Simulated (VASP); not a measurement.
Here is a VASP 6.6.1 calculation.

File INCAR:

```
  ALGO = Normal
  EDIFF = 1E-7
  ENCUT = 520
  GGA = PS
  ISIF = 2
  ISMEAR = 0
  LASPH = T
  LCHARG = F
  LREAL = F
  LWAVE = F
  NBANDS = 17
  NELM = 80
  PREC = Accurate
  SIGMA = 0.15
```

File KPOINTS:

```
k-points
0
Gamma
  12 12 8
```

File POSCAR:

```
Ca
1.0
    3.8207995398      0.0000000000      0.0000000000
   -1.9103997699      3.3089094642      0.0000000000
    0.0000000000      0.0000000000      6.5200000000
Ca
2
Direct
    0.3333333333      0.6666666667      0.2500000000
    0.6666666667      0.3333333333      0.7500000000
```

Potentials or basis: VASP PAW PBE potentials, release 64 (Ca_sv).

Run with:

```console
$ cat potpaw_PBE.64/Ca_sv/POTCAR > POTCAR
$ mpirun -np 1 vasp_std > vasp.out
```

Problem. What does it give for the band gap on the k mesh?

Solution. Zero (band 10 reaches 2.26 eV, above the bottom of band 11 at 1.67 eV).

Problem. What does it give for the pressure?

Solution. -0.2 GPa.

Stress tensor (GPa, compression positive):
```
 0.21  0.00  0.00
 0.00  0.21  0.00
 0.00  0.00 -1.00
```

Caveat: the cell differs from its parent crystal (strain -0.040 along x and y, +0.000 along z); the PAW data sets were made with another functional, which shifts forces and pressure a little.
